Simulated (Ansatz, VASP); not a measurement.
## Two plane-wave programs on MgSI

```
Mg S I
1.0
     2.05615   -2.52597    0.00000
     2.05615    2.52597    0.00000
     0.00000    0.00000    8.24641
Mg S I
1 1 1
Direct
  0.50000 0.50000 0.00000
  0.00000 0.00000 0.00000
  0.00000 0.00000 0.50000
```

Alike in both runs: task relaxation of cell and atoms; functional PBE; k mesh 6 × 6 × 2; occupations gaussian, width 0.1 eV; no spin polarisation.

|  | VASP | Ansatz |
| --- | --- | --- |
| version | VASP 6.6.1 | Ansatz 0.2.0 |
| potentials or method | VASP PAW PBE potentials, release 64 (Mg, S, I), cutoff 600 eV | scalar-relativistic, plane waves, PAW |
| valence electrons in the cell | 15 | 33 |

|  | VASP | Ansatz | Ansatz less VASP |
| --- | --- | --- | --- |
| gap on the k mesh at the Fermi level, each at its own relaxed structure (eV) | none | none | - |
| relaxed volume (Å³/atom) | 33.62 | 35.55 | +1.933 |
| relaxed cell length with the largest relative difference (Å) | 8.405 | 8.897 | +0.4921 |

A gap of «none» marks a metal or a gap that the smearing closes. One of these differences is far larger than is usual between the two programs; its cause wasn't traced. VASP's potentials hold 15 valence electrons a cell and Ansatz's 33, so a difference there can come from the potentials and not from the codes.

The k mesh is coarse, so the values compare programs but aren't converged. Spin-orbit coupling is off throughout. Noted on VASP's run: the volume moved by over 15 % at a fixed basis, so the end points are rough.
